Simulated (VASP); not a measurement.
A run of VASP 6.6.1 is set up as follows.

The input INCAR:

```
ALGO = Normal ; EDIFF = 1E-7
ENCUT = 520 ; GGA = PE
ISIF = 2 ; ISMEAR = 0
LASPH = True ; LCHARG = False
LREAL = False ; LWAVE = False
NBANDS = 11 ; NELM = 80
PREC = Accurate ; SIGMA = 0.05
```

Contents of KPOINTS:

```
k-points
0
Gamma
  10 10 10
```

Contents of POSCAR:

```
AlN
1.0
    0.0421645289      2.1090531995      2.1090531995
    2.1090531995      0.0421645289      2.1090531995
    2.1090531995      2.1090531995      0.0421645289
Al N
1 1
Direct
    0.5000000000      0.5000000000      0.5000000000
    0.0000000000      0.0000000000      0.0000000000
```

Potentials or basis: VASP PAW PBE potentials, release 64 (Al, N).

Launch:

```bash
$ cat potpaw_PBE.64/Al/POTCAR potpaw_PBE.64/N/POTCAR > POTCAR
$ mpirun -np 1 vasp_std > vasp.out
```

(1) Predict the band gap on the k mesh.

(2) Predict the pressure.

Answers

(1) 3.52 eV, indirect (least direct gap 4.18 eV).

(2) -16.6 GPa.
